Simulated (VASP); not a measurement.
# O (R-3m) in VASP: single point with PBE+D3(BJ)

Aim: the single point of O with PBE+D3(BJ).

All numbers are computed with VASP 6.6.1; they aren't measurements. Logs are shortened: lines on timing, memory, paths and dates and some standing lists are left out, and cuts for length are marked.

### 1 The cell of the first run

Symmetry: R-3m, No. 166, trigonal system. Conventional cell: a = 3.423 Å, b = 3.423 Å, c = 11.622 Å, α = 90.00°, β = 90.00°, γ = 120.00°. Within 1.6 Å of O (site symmetry 3m) lie 1 O at 1.22 Å.

### 2 Single point, PBE+D3(BJ), collinear spin, ferromagnetic start

Contents of INCAR:

```
SYSTEM = O
PREC = Accurate
ENCUT = 520
EDIFF = 1E-7
ISMEAR = 0
SIGMA = 0.1
LREAL = .FALSE.
LASPH = .TRUE.
NELM = 150
ALGO = Normal
ISIF = 2
LWAVE = .FALSE.
LCHARG = .FALSE.
ISPIN = 2
MAGMOM = 0.58 0.58
LORBIT = 11
GGA = PE
IVDW = 12
NBANDS = 17
```

Contents of KPOINTS:

```
Automatic mesh
0
G
  9 9 9
  0 0 0
```

Contents of POSCAR:

```
O
1.0
    1.7113705204      0.9880602306      3.8741198019
   -1.7113705204      0.9880602306      3.8741198019
    0.0000000000     -1.9761204613      3.8741198019
O
2
Direct
    0.0524221950      0.0524221950      0.0524221950
    0.9475778050      0.9475778050      0.9475778050
```

Potentials or basis: VASP PAW PBE potentials, release 64 (O).

Started as:

```bash
cat potpaw_PBE.64/O/POTCAR > POTCAR
mpirun -np 1 vasp_std > vasp.out
```

OUTCAR:

```text
SYSTEM = O
   PREC = Accurate
   ENCUT = 520
   EDIFF = 1E-7
   ISMEAR = 0
   LREAL = .FALSE.
   LASPH = .TRUE.
   NELM = 150
   ISIF = 2
   ISPIN = 2
   LORBIT = 11
   GGA = PE
   IVDW = 12
 IVDW          = 12

 ion  position               nearest neighbor table
   1  0.052  0.052  0.052-   2 1.22
   2  0.948  0.948  0.948-   1 1.22

  LATTYP: Found a trigonal (rhomboedric) cell.
 ALAT       =     4.3490063597
 COS(alpha) =     0.6903022833

  Lattice vectors:

 A1 = (   1.7113705204,   0.9880602306,   3.8741198019)
 A2 = (  -1.7113705204,   0.9880602306,   3.8741198019)
 A3 = (   0.0000000000,  -1.9761204613,   3.8741198019)

Analysis of symmetry for initial positions (statically):
=====================================================================
 Subroutine PRICEL returns:
 Original cell was already a primitive cell.

 Routine SETGRP: Setting up the symmetry group for a
 trigonal (rhombohedral) supercell.

 Subroutine GETGRP returns: Found 12 space group operations
 (whereof 12 operations were pure point group operations)
 out of a pool of 12 trial point group operations.

The static configuration has the point symmetry D_3d.

Analysis of symmetry for dynamics (positions and initial velocities):
=====================================================================
 Subroutine PRICEL returns:
 Original cell was already a primitive cell.

 Routine SETGRP: Setting up the symmetry group for a
 trigonal (rhombohedral) supercell.

 Subroutine GETGRP returns: Found 12 space group operations
 (whereof 12 operations were pure point group operations)
 out of a pool of 12 trial point group operations.

The dynamic configuration has the point symmetry D_3d.

Analysis of structural, dynamic, and magnetic symmetry:
=====================================================================
 Subroutine PRICEL returns:
 Original cell was already a primitive cell.

 Routine SETGRP: Setting up the symmetry group for a
 trigonal (rhombohedral) supercell.

 Subroutine GETGRP returns: Found 12 space group operations
 (whereof 12 operations were pure point group operations)
 out of a pool of 12 trial point group operations.

The overall configuration has the point symmetry D_3d.

 Subroutine INISYM returns: Found 12 space group operations
 (whereof 12 operations are pure point group operations),
 and found     1 'primitive' translations

----------------------------------------------------------------------------------------

                                     Primitive cell

  volume of cell :      39.3054

  direct lattice vectors                    reciprocal lattice vectors
     1.711370520  0.988060231  3.874119802     0.292163499  0.168680675  0.086041049
    -1.711370520  0.988060231  3.874119802    -0.292163499  0.168680675  0.086041049
     0.000000000 -1.976120461  3.874119802     0.000000000 -0.337361350  0.086041049

  length of vectors
     4.349006360  4.349006360  4.349006360     0.348160513  0.348160513  0.348160513

  position of ions in fractional coordinates (direct lattice)
     0.052422195  0.052422195  0.052422195
     0.947577805  0.947577805  0.947577805

  ion indices of the primitive-cell ions
   primitive index   ion index
                 1           1
                 2           2

----------------------------------------------------------------------------------------

 KPOINTS: Automatic mesh

Automatic generation of k-mesh.
 Grid dimensions read from file:
 generate k-points for:    9    9    9

 Generating k-lattice:

  Cartesian coordinates                     Fractional coordinates (reciprocal lattice)
     0.032462611  0.018742297  0.009560117     0.111111111  0.000000000 -0.000000000
    -0.032462611  0.018742297  0.009560117     0.000000000  0.111111111 -0.000000000
     0.000000000 -0.037484594  0.009560117    -0.000000000 -0.000000000  0.111111111

  Length of vectors
     0.038684501  0.038684501  0.038684501

  Shift w.r.t. Gamma in fractional coordinates (k-lattice)
     0.000000000  0.000000000  0.000000000

 Subroutine IBZKPT returns following result:
 ===========================================

 Found     85 irreducible k-points:

 Following reciprocal coordinates:
            Coordinates               Weight
  0.000000  0.000000  0.000000      1.000000
  0.111111  0.000000 -0.000000      6.000000
  0.222222 -0.000000 -0.000000      6.000000
  0.333333 -0.000000 -0.000000      6.000000
  0.444444 -0.000000 -0.000000      6.000000
  0.111111  0.111111 -0.000000      6.000000
[... 16 lines left out ...]
 -0.333333  0.333333  0.000000      6.000000
  0.444444  0.444444 -0.000000      6.000000
 [... further k-points ...]
   k-points           NKPTS =     85   k-points in BZ     NKDIM =     85   number of bands    NBANDS=     17
   number of dos      NEDOS =    301   number of ions     NIONS =      2
   total plane-waves  NPLWV =  32768
   dimension x,y,z NGX =    32 NGY =   32 NGZ =   32
   dimension x,y,z NGXF=    64 NGYF=   64 NGZF=   64
   ions per type =               2
   NGX,Y,Z   is equivalent  to a cutoff of  12.23, 12.23, 12.23 a.u.
   NGXF,Y,Z  is equivalent  to a cutoff of  24.46, 24.46, 24.46 a.u.
 SYSTEM =  O
   PREC   = accura    normal or accurate (medium, high low for compatibility)
   ISTART =      0    job   : 0-new  1-cont  2-samecut
   ICHARG =      2    charge: 1-file 2-atom 10-const
   ISPIN  =      2    spin polarized calculation?
   LNONCOLLINEAR =      F non collinear calculations
   LSORBIT =      F    spin-orbit coupling
   LASPH  =      T    aspherical Exc in radial PAW
   ENCUT  =  520.0 eV  38.22 Ry    6.18 a.u.   8.09  8.09  8.09*2*pi/ulx,y,z
   NELM   =    150;   NELMIN=  2; NELMDL= -5     # of ELM steps
   EDIFF  = 0.1E-06   stopping-criterion for ELM
   LREAL  =      F    real-space projection
   EDIFFG = 0.1E-05   stopping-criterion for IOM
   NSW    =      0    number of steps for IOM
   IBRION =     -1    ionic relax: 0-MD 1-quasi-New 2-CG
   NFREE  =      0    steps in history (QN), initial steepest desc. (CG)
   ISIF   =      2    stress and relaxation
   ISYM   =      2    0-nonsym 1-usesym 2-fastsym
   POTIM  = 0.5000    time-step for ionic-motion
   TEBEG  =    0.0;   TEEND  =   0.0 temperature during run
   PSTRESS=    0.0 pullay stress
   NELECT =      12.0000    total number of electrons
   NUPDOWN=      -1.0000    fix difference up-down
   EMIN   =  10.00;   EMAX   =-10.00  energy-range for DOS
   EFERMI =   0.00;   METHOD = LEGACY
   ISMEAR =     0;   SIGMA  =   0.10  broadening in eV -4-tet -1-fermi 0-gaus
   EFERMI_NEDOS =   21; number of points for ismear=-14 and -15
   IALGO  =     38    algorithm
   IMIX   =      4    mixing-type and parameters
     AMIX     =   0.40;   BMIX     =  1.00
     AMIX_MAG =   1.60;   BMIX_MAG =  1.00
  volume/ion in A,a.u.               =      19.65       132.62
  Fermi-wavevector in a.u.,A,eV,Ry     =   1.102346  2.083132 16.533351  1.215167
  Thomas-Fermi vector in A             =   2.238788
   LORBIT       =     11    0 simple, 1 ext, 2 COOP (PROOUT), +10 PAW based schemes
   GGA     = PE    functional components
   LHFCALC =     F    Hartree Fock is set to
   AEXX    =    0.0000 exact exchange contribution
   IVDW    =    12    specifies the selected vdW correction
   LEPSILON=     F    determine dielectric tensor
   LRPA    =     F    only Hartree local field effects (RPA)
 spin polarized calculation
 Gauss-broadening in eV      SIGMA  =   0.10
  energy-cutoff  :      520.00
  volume of cell :       39.31
 maximum number of plane-waves:      1075
   NGX = 17   NGY = 17   NGZ = 17

 number of electron      11.9999998 magnetization       1.9999805

 Free energy of the ion-electron system (eV)
  ---------------------------------------------------
  ext. energy  EPLUGINS =         0.00000000
  ---------------------------------------------------
  free energy    TOTEN  =        -9.87717439 eV

  energy without entropy =       -9.87717439  energy(sigma->0) =       -9.87717439

 E-fermi :  -2.3661     XC(G=0):  -6.8574

 val. band max:       -2.9175065152   @ k =   0.4444   0.4444   0.4444
 cond. band min:      -1.4562490214   @ k =   0.4444   0.4444  -0.0000
 fundamental gap:      1.4612574938
 Fermi energy:        -2.3660846835

 spin component 1

 k-point     1 :       0.0000    0.0000    0.0000
  band No.  band energies     occupation
      1     -29.2441      1.00000
      2     -16.8381      1.00000
      3     -10.2657      1.00000
      4      -9.4642      1.00000
      5      -9.4642      1.00000
      6      -3.0193      1.00000
[... 9 lines left out ...]
     16      18.2482      0.00000
     17      20.4823      0.00000

 k-point     2 :       0.1111    0.0000   -0.0000
  band No.  band energies     occupation
      1     -29.2362      1.00000
      2     -16.8354      1.00000
      3     -10.2462      1.00000
      4      -9.5235      1.00000
      5      -9.4791      1.00000
      6      -3.0690      1.00000
[... 9 lines left out ...]
     16      19.6448      0.00000
     17      21.0041      0.00000

 k-point     3 :       0.2222   -0.0000   -0.0000
  band No.  band energies     occupation
      1     -29.2163      1.00000
      2     -16.8287      1.00000
      3     -10.2038      1.00000
      4      -9.6623      1.00000
      5      -9.5166      1.00000
      6      -3.1923      1.00000
[... 392 lines left out ...]
 k-point    23 :      -0.3333    0.3333    0.0000
  band No.  band energies     occupation
      1     -29.1654      1.00000
      2     -16.8444      1.00000
      3     -10.0117      1.00000
      4      -9.9234      1.00000
      5      -9.6828      1.00000
      6      -3.4444      1.00000
[... 9 lines left out ...]
     16      22.3687      0.00000
     17      23.1755      0.00000

 k-point    24 :       0.4444    0.4444   -0.0000
  band No.  band energies     occupation
      1     -29.1728      1.00000
      2     -16.9040      1.00000
      3     -10.1222      1.00000
      4      -9.6577      1.00000
      5      -9.6419      1.00000
      6      -3.6244      1.00000
[... 9 lines left out ...]
     16      20.8284      0.00000
     17      22.3887      0.00000

 [... further k-points ...]

 spin component 2

 k-point     1 :       0.0000    0.0000    0.0000
  band No.  band energies     occupation
      1     -28.0434      1.00000
      2     -15.0214      1.00000
      3      -9.4225      1.00000
      4      -7.5213      1.00000
      5      -7.5213      1.00000
      6      -0.6336      0.00000
[... 9 lines left out ...]
     16      18.6698      0.00000
     17      20.6057      0.00000

 k-point     2 :       0.1111    0.0000   -0.0000
  band No.  band energies     occupation
      1     -28.0351      1.00000
      2     -15.0194      1.00000
      3      -9.3824      1.00000
      4      -7.6187      1.00000
      5      -7.5396      1.00000
      6      -0.6998      0.00000
[... 9 lines left out ...]
     16      19.8896      0.00000
     17      21.3888      0.00000

 k-point     3 :       0.2222   -0.0000   -0.0000
  band No.  band energies     occupation
      1     -28.0140      1.00000
      2     -15.0145      1.00000
      3      -9.2724      1.00000
      4      -7.8657      1.00000
      5      -7.5856      1.00000
      6      -0.8623      0.00000
[... 392 lines left out ...]
 k-point    23 :      -0.3333    0.3333    0.0000
  band No.  band energies     occupation
      1     -27.9597      1.00000
      2     -15.0405      1.00000
      3      -8.8165      1.00000
      4      -8.1463      1.00000
      5      -8.0942      1.00000
      6      -1.2097      0.00000
[... 9 lines left out ...]
     16      22.8985      0.00000
     17      23.6206      0.00000

 k-point    24 :       0.4444    0.4444   -0.0000
  band No.  band energies     occupation
      1     -27.9680      1.00000
      2     -15.1124      1.00000
      3      -8.7473      1.00000
      4      -8.3110      1.00000
      5      -7.7560      1.00000
      6      -1.4562      0.00000
[... 9 lines left out ...]
     16      21.1133      0.00000
     17      22.4931      0.00000

 [... further k-points ...]

------------------------ aborting loop because EDIFF is reached ----------------------------------------

 Edisp (eV)   -0.07842

 E8    (eV) :    -0.0184

  FORCE on cell =-STRESS in cart. coord.  units (eV):
  Direction    XX          YY          ZZ          XY          YZ          ZX
  --------------------------------------------------------------------------------------
  -------------------------------------------------------------------------------------
  Total       0.00887     0.00887     1.32742     0.00000    -0.00000     0.00000
  in kB       0.36136     0.36136    54.10861     0.00000    -0.00000     0.00000
  external pressure =       18.28 kB  Pullay stress =        0.00 kB

 VOLUME and BASIS-vectors are now :
 -----------------------------------------------------------------------------
  energy-cutoff  :      520.00
  volume of cell :       39.31
      direct lattice vectors                 reciprocal lattice vectors
     1.711370520  0.988060231  3.874119802     0.292163499  0.168680675  0.086041049
    -1.711370520  0.988060231  3.874119802    -0.292163499  0.168680675  0.086041049
     0.000000000 -1.976120461  3.874119802     0.000000000 -0.337361350  0.086041049

 POSITION                                       TOTAL-FORCE (eV/Angst)
 -----------------------------------------------------------------------------------
      0.00000     -0.00000      0.60927         0.000000     -0.000000      1.141153
      0.00000     -0.00000     11.01309         0.000000      0.000000     -1.141153
 -----------------------------------------------------------------------------------
    total drift:                               -0.000000     -0.000000      0.000000

  FREE ENERGIE OF THE ION-ELECTRON SYSTEM (eV)
  ---------------------------------------------------
  free  energy   TOTEN  =        -9.9555952990 eV

  energy  without entropy=       -9.9555952990  energy(sigma->0) =       -9.95559530

 total charge

# of ion       s       p       d       tot
------------------------------------------
    1        1.612   3.299   0.000   4.911
    2        1.612   3.299   0.000   4.911
--------------------------------------------------
tot          3.225   6.597   0.000   9.822

 magnetization (x)

# of ion       s       p       d       tot
------------------------------------------
    1        0.010   0.799   0.000   0.810
    2        0.010   0.799   0.000   0.810
--------------------------------------------------
tot          0.021   1.598   0.000   1.619
```

It took 38 s on 1 thread of Intel Xeon 6975P-C (Granite Rapids), shared host; peak memory 0.24 GiB.

Results:

```yaml
Free_energy: -9.9556 eV
Pressure: 1.8 GPa
Largest_force: 1.141 eV/Å
Band_gap_on_the_k_mesh: 1.46 eV, indirect (least direct gap 1.52 eV)
Net_moment: 2.00 μB per cell
Site_moments: O +0.81 μB
Valence_electrons_inside_the_program's_atomic_spheres: O 4.91
Dispersion_energy_per_atom: -0.039 eV
```

Forces on the atoms (eV/Å):
```
O    0.000  0.000  1.141
O    0.000  0.000 -1.141
```

Caveat: the standard files for N, O and F lose accuracy on very short bonds; forces of over 1 eV/Å act on the atoms, so gaps and moduli don't describe the material at rest. PBE gaps usually lie below the measured ones, often by a third to a half.
